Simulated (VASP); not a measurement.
# SiC (l) (F-43m) in VASP: a series of runs

The runs below take SiC (l) through single point, relaxation of cell and atoms, with LDA.

Everything below comes from runs of VASP 6.6.1. Logs are shortened: lines on timing, memory, paths and dates and some standing lists are left out, and cuts for length are marked.

**1. The cell of the first run**

Symmetry: F-43m, No. 216, cubic system. Conventional cell: a = 4.354 Å, b = 4.354 Å, c = 4.354 Å, α = 90.00°, β = 90.00°, γ = 90.00°. Within 2.5 Å of Si (site symmetry -43m) lie 4 C at 1.89 Å. C (site symmetry -43m) has 4 Si at 1.89 Å within 2.5 Å.

**2. Single point, LDA**

INCAR reads:

```
PREC = Accurate ; ENCUT = 600
EDIFF = 1E-6 ; ISMEAR = 0
SIGMA = 0.1 ; LREAL = False
LASPH = True ; NELM = 120
ALGO = Normal ; ISIF = 2
LWAVE = False ; LCHARG = False
GGA = CA ; NBANDS = 11
GGA_COMPAT = False
```

KPOINTS reads:

```
regular mesh
0
Gamma
  8 8 8
```

POSCAR reads:

```
SiC
1.0
    0.0000000000      2.1769966200      2.1769966200
    2.1769966200      0.0000000000      2.1769966200
    2.1769966200      2.1769966200      0.0000000000
Si C
1 1
Direct
    0.0000000000      0.0000000000      0.0000000000
    0.2500000000      0.2500000000      0.2500000000
```

Potentials or basis: VASP PAW LDA potentials, release 64 (Si, C).

Run with:

```console
$ cat potpaw_LDA.64/Si/POTCAR potpaw_LDA.64/C/POTCAR > POTCAR
$ mpirun -np 1 vasp_std > vasp.out
```

OUTCAR:

```text
PREC = Accurate
   ENCUT = 600
   EDIFF = 1E-6
   ISMEAR = 0
   LREAL = False
   LASPH = True
   NELM = 120
   ISIF = 2
   GGA = CA

 ion  position               nearest neighbor table
   1  0.000  0.000  0.000-   2 1.89   2 1.89   2 1.89   2 1.89
   2  0.250  0.250  0.250-   1 1.89   1 1.89   1 1.89   1 1.89

  LATTYP: Found a face centered cubic cell.
 ALAT       =     4.3539932400

  Lattice vectors:

 A1 = (   0.0000000000,   2.1769966200,   2.1769966200)
 A2 = (   2.1769966200,   0.0000000000,   2.1769966200)
 A3 = (   2.1769966200,   2.1769966200,   0.0000000000)

Analysis of symmetry for initial positions (statically):
=====================================================================
 Subroutine PRICEL returns:
 Original cell was already a primitive cell.

 Routine SETGRP: Setting up the symmetry group for a
 face centered cubic supercell.

 Subroutine GETGRP returns: Found 24 space group operations
 (whereof 24 operations were pure point group operations)
 out of a pool of 48 trial point group operations.

The static configuration has the point symmetry T_d .

Analysis of symmetry for dynamics (positions and initial velocities):
=====================================================================
 Subroutine PRICEL returns:
 Original cell was already a primitive cell.

 Routine SETGRP: Setting up the symmetry group for a
 face centered cubic supercell.

 Subroutine GETGRP returns: Found 24 space group operations
 (whereof 24 operations were pure point group operations)
 out of a pool of 48 trial point group operations.

The dynamic configuration has the point symmetry T_d .

 Subroutine INISYM returns: Found 24 space group operations
 (whereof 24 operations are pure point group operations),
 and found     1 'primitive' translations

----------------------------------------------------------------------------------------

                                     Primitive cell

  volume of cell :      20.6349

  direct lattice vectors                    reciprocal lattice vectors
     0.000000000  2.176996620  2.176996620    -0.229674220  0.229674220  0.229674220
     2.176996620  0.000000000  2.176996620     0.229674220 -0.229674220  0.229674220
     2.176996620  2.176996620  0.000000000     0.229674220  0.229674220 -0.229674220

  length of vectors
     3.078738145  3.078738145  3.078738145     0.397807418  0.397807418  0.397807418

  position of ions in fractional coordinates (direct lattice)
[... 82 lines left out ...]
   NSW    =      0    number of steps for IOM
   IBRION =     -1    ionic relax: 0-MD 1-quasi-New 2-CG
   NFREE  =      0    steps in history (QN), initial steepest desc. (CG)
   ISIF   =      2    stress and relaxation
   ISYM   =      2    0-nonsym 1-usesym 2-fastsym
   POTIM  = 0.5000    time-step for ionic-motion
   TEBEG  =    0.0;   TEEND  =   0.0 temperature during run
   PSTRESS=    0.0 pullay stress
   NELECT =       8.0000    total number of electrons
   NUPDOWN=      -1.0000    fix difference up-down
   EMIN   =  10.00;   EMAX   =-10.00  energy-range for DOS
   EFERMI =   0.00;   METHOD = LEGACY
   ISMEAR =     0;   SIGMA  =   0.10  broadening in eV -4-tet -1-fermi 0-gaus
   EFERMI_NEDOS =   21; number of points for ismear=-14 and -15
   IALGO  =     38    algorithm
   IMIX   =      4    mixing-type and parameters
     AMIX     =   0.40;   BMIX     =  1.00
     AMIX_MAG =   1.60;   BMIX_MAG =  1.00
  volume/ion in A,a.u.               =      10.32        69.63
  Fermi-wavevector in a.u.,A,eV,Ry     =   1.193723  2.255810 19.387972  1.424976
  Thomas-Fermi vector in A             =   2.329731
   LORBIT       =      0    0 simple, 1 ext, 2 COOP (PROOUT), +10 PAW based schemes
   GGA     = CA    functional components
   LHFCALC =     F    Hartree Fock is set to
   AEXX    =    0.0000 exact exchange contribution
   IVDW    =     0    specifies the selected vdW correction
   LEPSILON=     F    determine dielectric tensor
   LRPA    =     F    only Hartree local field effects (RPA)
 non-spin polarized calculation
 Gauss-broadening in eV      SIGMA  =   0.10
  energy-cutoff  :      600.00
  volume of cell :       20.63
 maximum number of plane-waves:       701
 NGX is ok and might be reduce to    28
   NGX = 13   NGY = 13   NGZ = 13

 number of electron       8.0000000 magnetization

 Free energy of the ion-electron system (eV)
  ---------------------------------------------------
  ext. energy  EPLUGINS =         0.00000000
  ---------------------------------------------------
  free energy    TOTEN  =       -16.64020572 eV

  energy without entropy =      -16.64020572  energy(sigma->0) =      -16.64020572

 E-fermi :   8.5093     XC(G=0): -11.5682

 val. band max:        8.0931165192   @ k =   0.0000   0.0000   0.0000
 cond. band min:       9.3950493785   @ k =   0.5000   0.5000   0.0000
 fundamental gap:      1.3019328592
 Fermi energy:         8.5092725923

 k-point     1 :       0.0000    0.0000    0.0000
  band No.  band energies     occupation
      1      -7.2444      2.00000
      2       8.0931      2.00000
      3       8.0931      2.00000
      4       8.0931      2.00000
      5      14.4167      0.00000
      6      15.3037      0.00000
      7      15.3037      0.00000
      8      15.3037      0.00000
      9      22.5687      0.00000
     10      22.5687      0.00000
     11      24.3059      0.00000
[... 309 lines left out ...]
 k-point    24 :      -0.3750    0.2500    0.1250
  band No.  band energies     occupation
      1      -2.9557      2.00000
      2       0.2369      2.00000
      3       4.3791      2.00000
      4       5.8190      2.00000
      5      13.2580      0.00000
      6      15.3063      0.00000
      7      18.1431      0.00000
      8      18.9764      0.00000
      9      21.3774      0.00000
     10      24.1966      0.00000
     11      27.2590      0.00000

 [... further k-points ...]
[... 5 lines left out ...]
  --------------------------------------------------------------------------------------
  -------------------------------------------------------------------------------------
  Total       -0.4611423     -0.4611423     -0.4611423     -0.0000000     -0.0000000     -0.0000000
  in kB      -35.8048853    -35.8048853    -35.8048853     -0.0000000     -0.0000000     -0.0000000
  external PRESSURE =     -35.8048853 kB  Pullay stress =       0.0000000 kB

 VOLUME and BASIS-vectors are now :
 -----------------------------------------------------------------------------
  energy-cutoff  :      600.00
  volume of cell :       20.63
      direct lattice vectors                 reciprocal lattice vectors
     0.000000000  2.176996620  2.176996620    -0.229674220  0.229674220  0.229674220
     2.176996620  0.000000000  2.176996620     0.229674220 -0.229674220  0.229674220
     2.176996620  2.176996620  0.000000000     0.229674220  0.229674220 -0.229674220

 POSITION                                       TOTAL-FORCE (eV/Angst)
 -----------------------------------------------------------------------------------
      0.00000      0.00000      0.00000        -0.000000     -0.000000     -0.000000
      1.08850      1.08850      1.08850         0.000000      0.000000      0.000000
 -----------------------------------------------------------------------------------
    total drift:                               -0.000000     -0.000000     -0.000000

  FREE ENERGIE OF THE ION-ELECTRON SYSTEM (eV)
  ---------------------------------------------------
  free  energy   TOTEN  =       -16.6402057185 eV

  energy  without entropy=      -16.6402057185  energy(sigma->0) =      -16.64020572
```

Wall time 11 s (1 thread of Intel Xeon 8259CL, shared host); peak memory 0.13 GiB.

Results:

```yaml
Free_energy: -16.6402 eV
Pressure: -3.6 GPa
Band_gap_on_the_k_mesh: 1.30 eV, indirect (least direct gap 4.50 eV)
```

Levels at points of the mesh, in eV from the valence-band top:
```
           k point  band 2  band 3  band 4  band 5  band 6  band 7
(0.00, 0.00, 0.00)    0.00    0.00    0.00    6.32    7.21    7.21
(0.50, 0.00, 0.00)   -8.57   -1.06   -1.06    5.42    7.14    7.14
(0.50, 0.50, 0.00)   -7.82   -3.20   -3.20    1.30    4.20   13.86
```

A k mesh can miss the band edges. As with any semilocal functional, this LDA gap is likely too small.

**3. Single point, LDA**

This run uses another cell than the first one, of 10.14 Å³/atom, 0.983 times its volume.

INCAR reads:

```
PREC = Accurate
ENCUT = 600
EDIFF = 1E-6
ISMEAR = 0
SIGMA = 0.02
LREAL = False
LASPH = True
NELM = 120
ALGO = Normal
ISIF = 2
LWAVE = False
LCHARG = False
GGA = CA
NBANDS = 11
GGA_COMPAT = False
```

KPOINTS reads:

```
regular mesh
0
Gamma
  10 10 10
```

POSCAR reads:

```
SiC
1.0
    0.0000000000      2.1644839164      2.1644839164
    2.1644839164      0.0000000000      2.1644839164
    2.1644839164      2.1644839164      0.0000000000
Si C
1 1
Direct
    0.0000000000      0.0000000000      0.0000000000
    0.2500000000      0.2500000000      0.2500000000
```

Potentials or basis: VASP PAW LDA potentials, release 64 (Si, C).

Run with:

```console
$ cat potpaw_LDA.64/Si/POTCAR potpaw_LDA.64/C/POTCAR > POTCAR
$ mpirun -np 1 vasp_std > vasp.out
```

It took 8.3 s on 1 thread of Intel Xeon 8259CL, shared host; peak memory 0.13 GiB.

The run converged. Its results:

- Free energy: -16.6446 eV
- Pressure: 0.3 GPa
- Band gap on the k mesh: 1.29 eV, indirect (least direct gap 4.52 eV)

Levels at points of the mesh, in eV from the valence-band top:
| k point | band 1 | band 2 | band 3 | band 4 | band 5 | band 6 | band 7 | band 8 |
| --- | --- | --- | --- | --- | --- | --- | --- | --- |
| (0.00, 0.00, 0.00) | -15.47 | 0.00 | 0.00 | 0.00 | 6.53 | 7.33 | 7.33 | 7.33 |
| (0.50, 0.00, 0.00) | -11.78 | -8.67 | -1.06 | -1.06 | 5.57 | 7.21 | 7.21 | 10.03 |
| (0.50, 0.50, 0.00) | -10.28 | -7.88 | -3.23 | -3.23 | 1.29 | 4.26 | 14.06 | 14.06 |

A k mesh can miss the band edges. Expect the measured gap to be larger: semilocal functionals such as LDA lack the derivative discontinuity.

**4. Single point, LDA**

This run uses another cell than the first one, of 10.14 Å³/atom, 0.983 times its volume.

INCAR reads:

```
PREC = Accurate ; ENCUT = 600
EDIFF = 1E-6 ; ISMEAR = 0
SIGMA = 0.02 ; LREAL = F
LASPH = T ; NELM = 120
ALGO = Normal ; ISIF = 2
LWAVE = F ; LCHARG = F
GGA = CA ; NBANDS = 11
GGA_COMPAT = F
```

KPOINTS reads:

```
regular mesh
0
Gamma
  12 12 12
```

POSCAR is that of step 3.

Run with:

```console
$ cat potpaw_LDA.64/Si/POTCAR potpaw_LDA.64/C/POTCAR > POTCAR
$ mpirun -np 1 vasp_std > vasp.out
```

Wall time 13 s (1 thread of Intel Xeon 8259CL, shared host); peak memory 0.13 GiB.

The run converged. Its results:

| Quantity | Value |
| --- | --- |
| Free energy | -16.6448 eV |
| Pressure | 0.3 GPa |
| Band gap on the k mesh | 1.29 eV, indirect (least direct gap 4.52 eV) |

Levels at points of the mesh, in eV from the valence-band top:
| k point | band 1 | band 2 | band 3 | band 4 | band 5 | band 6 | band 7 | band 8 |
| --- | --- | --- | --- | --- | --- | --- | --- | --- |
| (0.00, 0.00, 0.00) | -15.47 | 0.00 | 0.00 | 0.00 | 6.53 | 7.33 | 7.33 | 7.33 |
| (0.50, 0.00, 0.00) | -11.78 | -8.67 | -1.06 | -1.06 | 5.57 | 7.21 | 7.21 | 10.03 |
| (0.50, 0.50, 0.00) | -10.28 | -7.88 | -3.23 | -3.23 | 1.29 | 4.26 | 14.06 | 14.06 |

A k mesh can miss the band edges. Expect the measured gap to be larger: semilocal functionals such as LDA lack the derivative discontinuity.

**5. Relaxation of cell and atoms, LDA**

INCAR reads:

```
SYSTEM = SiC
PREC = Accurate
ENCUT = 600
EDIFF = 1E-7
ISMEAR = 0
SIGMA = 0.02
LREAL = .False.
LASPH = .True.
NELM = 120
ALGO = Normal
ISIF = 3
LWAVE = .False.
LCHARG = .False.
GGA = CA
IBRION = 2
NSW = 100
EDIFFG = -0.002
GGA_COMPAT = .False.
NELMIN = 4
```

KPOINTS reads:

```
Automatic mesh
0
Gamma
  10 10 10
  0 0 0
```

POSCAR reads:

```
SiC
1.0
    0.0000000000      2.1769966200      2.1769966200
    2.1769966200      0.0000000000      2.1769966200
    2.1769966200      2.1769966200      0.0000000000
Si C
1 1
Direct
    0.0000000000      0.0000000000      0.0000000000
    0.2500000000      0.2500000000      0.2500000000
```

Run with:

```console
$ cat potpaw_LDA.64/Si/POTCAR potpaw_LDA.64/C/POTCAR > POTCAR
$ mpirun -np 1 vasp_std > vasp.out
```

Run time: 36 s. Hardware: 1 thread of Intel Xeon 8259CL, shared host; peak memory 0.14 GiB.

Results (log left out):

```yaml
Free_energy: -16.6451 eV
Relaxed_volume: 10.15 Å³/atom
Relaxed_cell: a = 3.062 Å, b = 3.062 Å, c = 3.062 Å, α = 60.00°, β = 60.00°, γ = 60.00°
Space_group_after_relaxing_to_0.05_Å: F-43m (No. 216)
Energy_gained_by_relaxing: 1.9 meV/atom
Ionic_steps: 3
Pressure_after_relaxing: 0.0 GPa
Band_gap_on_the_k_mesh: 1.29 eV, indirect (least direct gap 4.52 eV)
```

The path:
| step | energy change (eV) | largest force (eV/Å) | pressure (GPa) | volume (Å³) |
| --- | --- | --- | --- | --- |
| 1 | 0.0000 | 0.0000 | -3.60 | 20.63 |
| 2 | 0.0007 | 0.0000 | 4.13 | 19.95 |
| 3 | -0.0038 | 0.0000 | -0.01 | 20.30 |

Final structure:
```xyz
2
Lattice="0.0000 2.1653 2.1653 2.1653 0.0000 2.1653 2.1653 2.1653 0.0000" Properties=species:S:1:pos:R:3 pbc="T T T"
Si    0.0000    0.0000    0.0000
C     1.0826    1.0826    1.0826
```

Levels at points of the mesh, in eV from the valence-band top:
```tsv
k point	band 1	band 2	band 3	band 4	band 5	band 6	band 7	band 8
(0.00, 0.00, 0.00)	-15.46	0.00	0.00	0.00	6.52	7.32	7.32	7.32
(0.50, 0.00, 0.00)	-11.77	-8.66	-1.06	-1.06	5.56	7.21	7.21	10.02
(0.50, 0.50, 0.00)	-10.27	-7.87	-3.23	-3.23	1.29	4.26	14.05	14.05
```

A k mesh can miss the band edges. As with any semilocal functional, this LDA gap is likely too small.

**6. Overview**

```csv
task,cell,k mesh,smearing,gap on the mesh (eV),pressure (GPa)
single point,"a = 3.079 Å, angles 60.0°, 2 atoms",8 × 8 × 8,gaussian 0.1 eV,1.30,-3.6
single point,"a = 3.061 Å, angles 60.0°, 2 atoms",10 × 10 × 10,gaussian 0.02 eV,1.29,0.3
single point,"a = 3.061 Å, angles 60.0°, 2 atoms",12 × 12 × 12,gaussian 0.02 eV,1.29,0.3
relaxation of cell and atoms,"relaxed from a = 3.079 Å, angles 60.0°, 2 atoms",10 × 10 × 10,gaussian 0.02 eV,1.29,0.0
```

Alike in all rows: level LDA; potentials or basis VASP PAW LDA potentials, release 64 (Si, C); no spin polarisation; cutoff (eV) 600.

Total energies depend on the potentials used, so only differences within one code and one set of settings carry meaning.
